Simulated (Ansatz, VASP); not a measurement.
**Two plane-wave programs on Bi2Se3**

```xyz
5
Lattice="2.0715 1.1960 9.5453 -2.0715 1.1960 9.5453 0.0000 -2.3920 9.5453" Properties=species:S:1:pos:R:3 pbc="T T T"
Bi    0.0000    0.0000   11.4773
Bi    0.0000    0.0000   17.1587
Se    0.0000    0.0000    0.0000
Se    0.0000    0.0000    6.0622
Se    0.0000    0.0000   22.5738
```

Alike in both runs: task single point; functional PBE; dispersion D4; k mesh 6 × 6 × 6; no spin polarisation.

```csv
,VASP,Ansatz
version,VASP 6.6.1,Ansatz 0.2.0
potentials or method,"VASP PAW PBE potentials, release 64 (Bi_d, Se), cutoff 520 eV","plane waves, PAW"
occupations,"gaussian, width 0.01 eV",fixed
valence electrons in the cell,48,78
```

```tsv
	VASP	Ansatz	Ansatz less VASP
gap on the k mesh at the Fermi level (eV)	0.22	0.22	+0.002
```

VASP's potentials hold 48 valence electrons a cell and Ansatz's 78, so a difference there can come from the potentials and not from the codes.

Spin-orbit coupling is off throughout.
